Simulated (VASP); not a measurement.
# Al2Cu in VASP: single point with PBEsol

Aim: the single point of Al2Cu with PBEsol.

Program: VASP 6.6.1. These are calculated values, not measurements. Logs are shortened: lines on timing, memory, paths and dates and some standing lists are left out, and cuts for length are marked.

## (1) The cell of the first run

The cell holds a slab with vacuum, 18 atoms: a = 4.877 Å, b = 4.877 Å, c = 25.938 Å, α = 90.00°, β = 90.00°, γ = 75.82°.

## (2) Single point, PBEsol

INCAR

```
PREC = Accurate
ENCUT = 520
EDIFF = 1E-6
ISMEAR = 0
SIGMA = 0.1
LREAL = Auto
LASPH = T
NELM = 60
ALGO = Normal
ISIF = 2
LWAVE = F
LCHARG = F
LDIPOL = T
IDIPOL = 3
DIPOL = 0.5 0.5 0.494
GGA = PS
NBANDS = 66
```

KPOINTS

```
Automatic mesh
0
Gamma
  7 7 1
```

POSCAR

```
Al2Cu
1.0
    4.8770547117      0.0000000000      0.0000000000
    1.1947847446      4.7284407657      0.0000000000
    0.0000000000      0.0000000000     25.9381230057
Cu Al
6 12
Direct
    0.9016126206      0.9016126206      0.2891496813
    0.7048378618      0.7048378618      0.3616237721
    0.5080631029      0.5080631029      0.4340978628
    0.3112883441      0.3112883441      0.5065719536
    0.1145135853      0.1145135853      0.5790460444
    0.9177388265      0.9177388265      0.6515201352
    0.3659255337      0.0472856181      0.3022935885
    0.2405249486      0.5591648643      0.3484798648
    0.8505108593      0.1691507749      0.3747676793
    0.3623901054      0.0437501898      0.4209539556
    0.9723760161      0.6537361005      0.4472417700
    0.8469754310      0.1656153466      0.4934280464
    0.4569613416      0.7756012573      0.5197158608
    0.9688405878      0.6502006722      0.5659021372
    0.5788264984      0.2601865828      0.5921899516
    0.4534259133      0.7720658290      0.6383762279
    0.0634118240      0.3820517396      0.6646640424
    0.5752910702      0.2566511545      0.7108503187
```

Potentials or basis: VASP PAW PBE potentials, release 64 (Cu, Al).

Started as:

```sh
cat potpaw_PBE.64/Cu/POTCAR potpaw_PBE.64/Al/POTCAR > POTCAR
mpirun -np 1 vasp_std > vasp.out
```

OUTCAR:

```text
PREC = Accurate
   ENCUT = 520
   EDIFF = 1E-6
   ISMEAR = 0
   LREAL = Auto
   LASPH = T
   NELM = 60
   ISIF = 2
   GGA = PS

 ion  position               nearest neighbor table
   1  0.902  0.902  0.289-   2 2.41   8 2.56   7 2.56   9 2.56   7 2.56
   2  0.705  0.705  0.362-   3 2.41   1 2.41  11 2.56  10 2.56   9 2.56   8 2.56   9 2.56   8 2.56
                             7 2.56
   3  0.508  0.508  0.434-   2 2.41   4 2.41   9 2.56  11 2.56  10 2.56   8 2.56  10 2.56  13 2.56
                            11 2.56  12 2.56
   4  0.311  0.311  0.507-   5 2.41   3 2.41  13 2.56  12 2.56  10 2.56  15 2.56  12 2.56  13 2.56
                            14 2.56  11 2.56
   5  0.115  0.115  0.579-   4 2.41   6 2.41  16 2.56  14 2.56  15 2.56  17 2.56  12 2.56  14 2.56
                            15 2.56  13 2.56
   6  0.918  0.918  0.652-   5 2.41  18 2.56  17 2.56  16 2.56  14 2.56  17 2.56  16 2.56  15 2.56

   7  0.366  0.047  0.302-   1 2.56   1 2.56   2 2.56   8 2.70   8 2.86  10 3.08   9 3.08   9 3.19

   8  0.241  0.559  0.348-   1 2.56   2 2.56   3 2.56   2 2.56   7 2.70   7 2.86  11 2.86   9 3.08
                            10 3.08   9 3.19  10 3.19   9 3.19
   9  0.851  0.169  0.375-   3 2.56   2 2.56   1 2.56   2 2.56  10 2.70  10 2.86  11 3.08  12 3.08
                             7 3.08   8 3.08  11 3.19   8 3.19   7 3.19   8 3.19
  10  0.362  0.044  0.421-   2 2.56   3 2.56   4 2.56   3 2.56   9 2.70  13 2.86   9 2.86  11 3.08
                             7 3.08  12 3.08   8 3.08  11 3.19  11 3.19   8 3.19  12 3.19
  11  0.972  0.654  0.447-   2 2.56   3 2.56   3 2.56   4 2.56  12 2.70   8 2.86  12 2.86   9 3.08
                            10 3.08  13 3.08  14 3.08   9 3.19  10 3.19  10 3.19  13 3.19
  12  0.847  0.166  0.493-   4 2.56   5 2.56   4 2.56   3 2.56  11 2.70  15 2.86  11 2.86   9 3.08
                            13 3.08  14 3.08  10 3.08  13 3.19  13 3.19  14 3.19  10 3.19
  13  0.457  0.776  0.520-   4 2.56   4 2.56   3 2.56   5 2.56  14 2.70  10 2.86  14 2.86  16 3.08
                            12 3.08  15 3.08  11 3.08  12 3.19  12 3.19  15 3.19  11 3.19
  14  0.969  0.650  0.566-   5 2.56   6 2.56   5 2.56   4 2.56  13 2.70  17 2.86  13 2.86  16 3.08
                            15 3.08  12 3.08  11 3.08  16 3.19  15 3.19  15 3.19  12 3.19
  15  0.579  0.260  0.592-   5 2.56   4 2.56   5 2.56   6 2.56  16 2.70  16 2.86  12 2.86  18 3.08
                            14 3.08  17 3.08  13 3.08  14 3.19  14 3.19  13 3.19  17 3.19
  16  0.453  0.772  0.638-   5 2.56   6 2.56   6 2.56  15 2.70  15 2.86  14 3.08  13 3.08  17 3.08
                            18 3.08  14 3.19  17 3.19  18 3.19  17 3.19
  17  0.063  0.382  0.665-   6 2.56   5 2.56   6 2.56  18 2.70  18 2.86  14 2.86  15 3.08  16 3.08
                            16 3.19  15 3.19  16 3.19
  18  0.575  0.257  0.711-   6 2.56  17 2.70  17 2.86  15 3.08  16 3.08  16 3.19

  LATTYP: Found a base centered orthorhombic cell.
 ALAT       =     5.9931013829
 B/A-ratio  =     1.2841102928
 C/A-ratio  =     4.3279966996

  Lattice vectors:

 A1 = (  -1.1947847446,  -4.7284407657,   0.0000000000)
 A2 = (   4.8770547117,   0.0000000000,   0.0000000000)
 A3 = (   0.0000000000,   0.0000000000,  25.9381230057)

Analysis of symmetry for initial positions (statically):
=====================================================================
 Subroutine PRICEL returns:
 Original cell was already a primitive cell.

 Routine SETGRP: Setting up the symmetry group for a
 base centered orthorhombic supercell.

 Subroutine GETGRP returns: Found  1 space group operations
 (whereof  1 operations were pure point group operations)
 out of a pool of  8 trial point group operations.

The static configuration has the point symmetry C_1 .

Analysis of symmetry for dynamics (positions and initial velocities):
=====================================================================
 Subroutine PRICEL returns:
 Original cell was already a primitive cell.

 Routine SETGRP: Setting up the symmetry group for a
 base centered orthorhombic supercell.

 Subroutine GETGRP returns: Found  1 space group operations
 (whereof  1 operations were pure point group operations)
 out of a pool of  8 trial point group operations.

The dynamic configuration has the point symmetry C_1 .

 Subroutine INISYM returns: Found  1 space group operations
 (whereof  1 operations are pure point group operations),
 and found     1 'primitive' translations

----------------------------------------------------------------------------------------

                                     Primitive cell

  volume of cell :     598.1555

  direct lattice vectors                    reciprocal lattice vectors
     4.877054712  0.000000000  0.000000000     0.205041784 -0.051810059  0.000000000
[... 70 lines left out ...]

 Found     25 irreducible k-points:

 Following reciprocal coordinates:
            Coordinates               Weight
  0.000000  0.000000  0.000000      1.000000
  0.142857  0.000000  0.000000      2.000000
  0.000000 -0.142857  0.000000      2.000000
  0.285714 -0.000000  0.000000      2.000000
  0.000000 -0.285714  0.000000      2.000000
  0.428571 -0.000000  0.000000      2.000000
[... 16 lines left out ...]
 -0.285714  0.285714  0.000000      2.000000
  0.428571  0.428571  0.000000      2.000000
   k-points           NKPTS =     25   k-points in BZ     NKDIM =     25   number of bands    NBANDS=     66
   number of dos      NEDOS =    301   number of ions     NIONS =     18
   total plane-waves  NPLWV = 254016
   dimension x,y,z NGX =    36 NGY =   36 NGZ =  196
   dimension x,y,z NGXF=    72 NGYF=   72 NGZF=  392
   ions per type =               6  12
   NGX,Y,Z   is equivalent  to a cutoff of  12.27, 12.27, 12.56 a.u.
   NGXF,Y,Z  is equivalent  to a cutoff of  24.54, 24.54, 25.12 a.u.
 SYSTEM =  unknown system
   PREC   = accura    normal or accurate (medium, high low for compatibility)
   ISTART =      0    job   : 0-new  1-cont  2-samecut
   ICHARG =      2    charge: 1-file 2-atom 10-const
   ISPIN  =      1    spin polarized calculation?
   LNONCOLLINEAR =      F non collinear calculations
   LSORBIT =      F    spin-orbit coupling
   LASPH  =      T    aspherical Exc in radial PAW
   ENCUT  =  520.0 eV  38.22 Ry    6.18 a.u.   9.07  9.07 48.23*2*pi/ulx,y,z
   NELM   =     60;   NELMIN=  2; NELMDL= -5     # of ELM steps
   EDIFF  = 0.1E-05   stopping-criterion for ELM
   LREAL  =      T    real-space projection
   EDIFFG = 0.1E-04   stopping-criterion for IOM
   NSW    =      0    number of steps for IOM
   IBRION =     -1    ionic relax: 0-MD 1-quasi-New 2-CG
   NFREE  =      0    steps in history (QN), initial steepest desc. (CG)
   ISIF   =      2    stress and relaxation
   ISYM   =      2    0-nonsym 1-usesym 2-fastsym
   POTIM  = 0.5000    time-step for ionic-motion
   TEBEG  =    0.0;   TEEND  =   0.0 temperature during run
   PSTRESS=    0.0 pullay stress
   NELECT =     102.0000    total number of electrons
   NUPDOWN=      -1.0000    fix difference up-down
   EMIN   =  10.00;   EMAX   =-10.00  energy-range for DOS
   EFERMI =   0.00;   METHOD = LEGACY
   ISMEAR =     0;   SIGMA  =   0.10  broadening in eV -4-tet -1-fermi 0-gaus
   EFERMI_NEDOS =   21; number of points for ismear=-14 and -15
   IALGO  =     38    algorithm
   IMIX   =      4    mixing-type and parameters
     AMIX     =   0.40;   BMIX     =  1.00
     AMIX_MAG =   1.60;   BMIX_MAG =  1.00
  volume/ion in A,a.u.               =      33.23       224.25
  Fermi-wavevector in a.u.,A,eV,Ry     =   0.907828  1.715546 11.213261  0.824151
  Thomas-Fermi vector in A             =   2.031682
   LORBIT       =      0    0 simple, 1 ext, 2 COOP (PROOUT), +10 PAW based schemes
   GGA     = PS    functional components
   LHFCALC =     F    Hartree Fock is set to
   AEXX    =    0.0000 exact exchange contribution
   IVDW    =     0    specifies the selected vdW correction
   LEPSILON=     F    determine dielectric tensor
   LRPA    =     F    only Hartree local field effects (RPA)
 non-spin polarized calculation
 Gauss-broadening in eV      SIGMA  =   0.10
  energy-cutoff  :      520.00
  volume of cell :      598.16
 maximum number of plane-waves:     16170
   NGX = 19   NGY = 19   NGZ = 97

 dipolmoment           0.000000      0.000000      0.129365 electrons x Angstroem

 number of electron     101.9999990 magnetization

 dipolmoment           0.000000      0.000000     -0.037003 electrons x Angstroem

 Free energy of the ion-electron system (eV)
  ---------------------------------------------------
  ext. energy  EPLUGINS =         0.00000000
  ---------------------------------------------------
  free energy    TOTEN  =       -73.26095137 eV

  energy without entropy =      -73.23198056  energy(sigma->0) =      -73.24646597

 E-fermi :   1.2401     XC(G=0):  -5.6907

 val. band max:        1.2221846493   @ k =   0.1429   0.0000   0.0000
 cond. band min:       1.2432627938   @ k =  -0.2857  -0.4286   0.0000
 fundamental gap:      0.0210781444
 Fermi energy:         1.2400932921

 k-point     1 :       0.0000    0.0000    0.0000
  band No.  band energies     occupation
      1      -9.5071      2.00000
      2      -8.6374      2.00000
      3      -7.3566      2.00000
      4      -5.8270      2.00000
      5      -4.4376      2.00000
      6      -4.3038      2.00000
[... 1573 lines left out ...]
     62       5.0490      0.00000
     63       5.2183      0.00000

 [... further k-points ...]

 [bands above 63 left out]

------------------------ aborting loop because EDIFF is reached ----------------------------------------

 vacuum level on the upper side and lower side of the slab       (xc-potential included)        -0.266         0.006

  FORCE on cell =-STRESS in cart. coord.  units (eV):
  Direction    XX          YY          ZZ          XY          YZ          ZX
  --------------------------------------------------------------------------------------
  -------------------------------------------------------------------------------------
  Total       -5.3792062     -4.6894714     -2.7714781     -0.7213424     -0.1951261     -0.2406800
  in kB      -14.4083633    -12.5608882     -7.4234862     -1.9321370     -0.5226510     -0.6446685
  external PRESSURE =     -11.4642459 kB  Pullay stress =       0.0000000 kB

 VOLUME and BASIS-vectors are now :
 -----------------------------------------------------------------------------
  energy-cutoff  :      520.00
  volume of cell :      598.16
      direct lattice vectors                 reciprocal lattice vectors
     4.877054712  0.000000000  0.000000000     0.205041784 -0.051810059  0.000000000
     1.194784745  4.728440766  0.000000000     0.000000000  0.211486206  0.000000000
     0.000000000  0.000000000 25.938123006     0.000000000  0.000000000  0.038553291

 POSITION                                       TOTAL-FORCE (eV/Angst)
 -----------------------------------------------------------------------------------
      5.47445      4.26322      7.50000         0.318032      0.179589      0.429624
      4.27966      3.33278      9.37984        -0.012322      0.034176      0.012485
      3.08488      2.40235     11.25968        -0.005382      0.002286      0.104409
      1.89009      1.47191     13.13953         0.065608     -0.050128      0.028471
      0.69531      0.54147     15.01937         0.010850      0.023783     -0.177597
      5.57236      4.33947     16.89921        -0.323223     -0.129388      0.305072
[... 10 lines left out ...]
      0.76573      1.80651     17.24014        -0.171001      0.136230      0.198433
      3.11237      1.21356     18.43812         0.124097     -0.009908     -0.869899
 -----------------------------------------------------------------------------------
    total drift:                                0.000776      0.006493     -0.002966

  FREE ENERGIE OF THE ION-ELECTRON SYSTEM (eV)
  ---------------------------------------------------
  free  energy   TOTEN  =       -73.2609513740 eV

  energy  without entropy=      -73.2319805582  energy(sigma->0) =      -73.24646597

 vacuum level on the upper side and lower side of the slab         5.208         5.487
```

It took 27 min on 1 thread of AMD EPYC 9R45 (Zen 5), shared host; peak memory 0.88 GiB.

What came out:

| Quantity | Value |
| --- | --- |
| Free energy | -73.2610 eV |
| Largest force | 0.879 eV/Å |
| Band gap on the k mesh | zero (bands 51 and 52 overlap by 0.74 eV) |

Forces on the atoms (eV/Å):
```
Cu   0.318  0.180  0.430
Cu  -0.012  0.034  0.012
Cu  -0.005  0.002  0.104
Cu   0.066 -0.050  0.028
Cu   0.011  0.024 -0.178
Cu  -0.323 -0.129  0.305
Al  -0.280 -0.185  0.158
Al  -0.034  0.081 -0.229
Al  -0.006  0.024 -0.339
Al  -0.021 -0.118 -0.063
Al  -0.018  0.012 -0.119
Al  -0.004 -0.015  0.004
Al  -0.014 -0.010  0.090
Al   0.048  0.003  0.092
Al   0.133  0.029  0.062
Al   0.188 -0.007  0.313
Al  -0.171  0.136  0.198
Al   0.124 -0.010 -0.870
```

Caveat: the PAW data sets were made with another functional, which shifts forces and pressure a little.

The gap in the log of VASP goes by the Fermi energy; the results here count the filled bands.